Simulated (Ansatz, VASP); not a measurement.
# One calculation of In7GaP8, two programs

```xyz
16
Lattice="0.0000 5.9598 -5.9598 5.9598 5.9598 0.0000 5.9598 0.0000 -5.9598" Properties=species:S:1:pos:R:3 pbc="T T T"
Ga    2.9799    5.9598   -2.9799
In    0.0000    2.9799   -2.9808
In    2.9808    8.9397   -5.9598
In    0.0000    5.9589   -5.9598
In    5.9598    5.9607   -5.9598
In    2.9790    2.9799   -5.9598
In    5.9598    8.9397   -8.9388
In    2.9799    5.9598   -8.9397
P     4.3944    4.5453   -4.3944
P     7.4536    7.4459   -4.4660
P     4.4660    7.4459   -7.4536
P     7.4536   10.4335   -7.4536
P     7.5252    4.5453   -7.5252
P    10.3542    7.3743   -7.5252
P     7.5252    7.3743  -10.3542
P    10.4258   10.4335  -10.4258
```

Alike in both runs: functional PBE; k mesh 1 × 1 × 1; occupations gaussian, width 0.02 eV; no spin polarisation.

Ansatz relaxed the structure, and its values are those at the end. VASP's run is a single point on that final structure, the one shown.

|  | VASP | Ansatz |
| --- | --- | --- |
| version | VASP 6.6.1 | Ansatz 0.2.0 |
| potentials or method | VASP PAW PBE potentials, release 64 (Ga_d, In_d, P), cutoff 520 eV | scalar-relativistic, plane waves, PAW |
| valence electrons in the cell | 144 | 144 |

|  | VASP | Ansatz | Ansatz less VASP |
| --- | --- | --- | --- |
| gap on the k mesh at the Fermi level (eV) | 0.18 | 0.19 | +0.006 |
| least direct gap on the mesh (eV) | 0.18 | 0.19 | +0.006 |
| rms of the force components (eV/Å) | 0.008 | 0.002 | -0.0061 |
